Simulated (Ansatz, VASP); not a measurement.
Two plane-wave programs on Ge

Contents of POSCAR:

```
Ge
1.0
    0.1031332257      2.8265317973      2.8265317973
    2.8265317973      0.1031332257      2.8265317973
    2.8265317973      2.8265317973      0.1031332257
Ge
2
Direct
    0.0023983556      0.0023983556      0.0023983556
    0.2476016444      0.2476016444      0.2476016444
```

File INCAR.step1:

```
  PREC = Accurate
  ENCUT = 520
  ISMEAR = -1
  SIGMA = 0.02
  LREAL = False
  LASPH = True
  NELM = 100
  NBANDS = 21
  GGA = PE
  ALGO = Normal
  EDIFF = 1E-4
  LWAVE = True
  LCHARG = False
```

The input INCAR.step2:

```
  PREC = Accurate
  ENCUT = 520
  EDIFF = 1E-7
  ISMEAR = -1
  SIGMA = 0.02
  LREAL = False
  LASPH = True
  NELM = 100
  ALGO = Normal
  ISIF = 2
  LWAVE = False
  LCHARG = True
  METAGGA = R2SCAN
  LMIXTAU = True
  LELF = True
  LVHAR = True
  NBANDS = 21
  ISTART = 1
```

The input KPOINTS:

```
regular mesh
0
Gamma
  8 8 8
```

Input for Ansatz:

```yaml
crystal:
  lattice:
    - [0.1031332257, 2.8265317973, 2.8265317973]
    - [2.8265317973, 0.1031332257, 2.8265317973]
    - [2.8265317973, 2.8265317973, 0.1031332257]
  atoms:
    - { symbol: Ge, position: [0.0023983556, 0.0023983556, 0.0023983556] }
    - { symbol: Ge, position: [0.2476016444, 0.2476016444, 0.2476016444] }
kpoints:
  mp_grid: { grid: [8, 8, 8] }
  band_path:
    path:
      - [0.0, 0.0, 0.0]
      - [0.5, 0.0, 0.5]
      - [0.625, 0.25, 0.625]
      - [0.375, 0.375, 0.75]
      - [0.5, 0.5, 0.5]
      - [0.5, 0.25, 0.75]
      - [0.0, 0.0, 0.5]
    npoints: 1
hamiltonian:
  xc: r2scan
scf:
  occupations: { method: fermi_dirac, width: 0.02 }
  n_extra_bands: 4
output:
  forces: true
  stress: true
  eigenvalues: true
  write_density: true
  write_potential: true
  elf: true
  volumetric_format: npy
```

Change from the starting cell: epitaxial_111 strain -4.0%.

Alike in both runs: task single point; functional r2SCAN; k mesh 8 × 8 × 8; occupations fermi-dirac, width 0.02 eV; no spin polarisation.

|  | VASP | Ansatz |
| --- | --- | --- |
| version | VASP 6.6.1 | Ansatz 0.2.0 |
| potentials or method | VASP PAW PBE potentials, release 64 (Ge_d) | plane waves, PAW |
| plane-wave cutoff (eV) | 520 | 500 |
| valence electrons in the cell | 28 | 28 |

|  | VASP | Ansatz | Ansatz less VASP |
| --- | --- | --- | --- |
| pressure (GPa) | 5.8 | 5.7 | -0.11 |
| traceless stress, the component that is largest in VASP (GPa) | -2.86 | -2.85 | +0.012 |

VASP's potentials were made for PBE, not for r2SCAN.
